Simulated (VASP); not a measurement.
## CoPtO2: relaxation of cell and atoms with PBE

Crystal: CoPtO2.

```
Co Pt O
1.0
     1.41227    0.81537    5.93939
    -1.41227    0.81537    5.93939
     0.00000   -1.63075    5.93939
Co Pt O
1 1 2
Direct
  0.50000 0.50000 0.50000
  0.00000 0.00000 0.00000
  0.88776 0.88776 0.88776
  0.11224 0.11224 0.11224
```

* Program: VASP 6.6.1
* Task: relaxation of cell and atoms
* Functional: PBE
* Potentials or basis: VASP PAW PBE potentials, release 64 (Co, Pt, O)
* Cutoff: 600 eV
* k mesh: 18 × 18 × 18
* Occupations: gaussian, width 0.1 eV
* Spin: no spin polarisation
* Dipole correction: no
* Further INCAR settings: ALGO = Normal; EDIFF = 1e-06; IBRION = 2; EDIFFG = -0.005; NSW = 100; ISIF = 3

The relaxed volume is 10.51 Å³/atom and the relaxed cell is a = 6.189 Å, b = 6.189 Å, c = 6.189 Å, α = 26.65°, β = 26.65°, γ = 26.65°. The space group after relaxing (to 0.05 Å) is R-3m (No. 166) and the energy gained by relaxing is 4.5 meV/atom. The ionic steps are 6 and the pressure after relaxing is 0.0 GPa.

Forces on the atoms (eV/Å):
```
Co   0.000  0.000  0.000
Pt   0.000  0.000  0.000
O    0.000  0.000 -0.002
O    0.000  0.000  0.002
```

Step by step:
```csv
step,energy change (eV),largest force (eV/Å),pressure (GPa),volume (Å³)
1,0.0000,0.0936,5.93,41.04
2,0.0130,0.1205,-6.96,43.33
3,-0.0174,0.0046,-0.02,42.00
4,-0.0181,0.0621,0.04,42.03
5,-0.0181,0.0540,0.04,42.03
6,-0.0182,0.0022,0.02,42.04
```

Final structure:
```yaml
crystal:
  lattice:
    - [1.42637, 0.82351, 5.96567]
    - [-1.42637, 0.82351, 5.96567]
    - [0.00000, -1.64702, 5.96567]
  atoms:
    - { symbol: Co, position: [0.50000, 0.50000, 0.50000] }
    - { symbol: Pt, position: [0.00000, 0.00000, 0.00000] }
    - { symbol: O, position: [0.88773, 0.88773, 0.88773] }
    - { symbol: O, position: [0.11227, 0.11227, 0.11227] }
```

Levels at points of the mesh, in eV from the Fermi level:
```tsv
k point	band 13	band 14	band 15	band 16	band 17	band 18	band 19
(0.00, 0.00, 0.00)	-1.86	-1.54	-1.54	-1.45	1.82	1.82	2.73
(0.50, 0.00, 0.00)	-1.21	-0.98	0.05	0.98	1.29	1.30	2.58
(0.50, 0.50, 0.00)	-1.21	-1.01	0.05	0.14	1.71	2.16	2.59
(0.50, 0.50, 0.50)	-1.79	-0.85	-0.69	-0.69	1.40	1.40	3.98
```

Wall time 61 min on 1 thread of Intel(R) Xeon(R) 6975P-C (Granite Rapids) (shared host), peak memory 0.91 GiB.

Caveat: spin-orbit coupling is left out, which moves the levels of the heavy elements; an odd number of electrons without spin polarisation forces a metal; a magnetic or distorted state may lie lower; the run has no spin polarisation, though such a crystal can be magnetic; semilocal functionals often make such compounds metallic where correlation or magnetic order opens a gap, which also shifts bond lengths. Spin polarisation is off, so any magnetic state and its effect on volume and gap are missing.
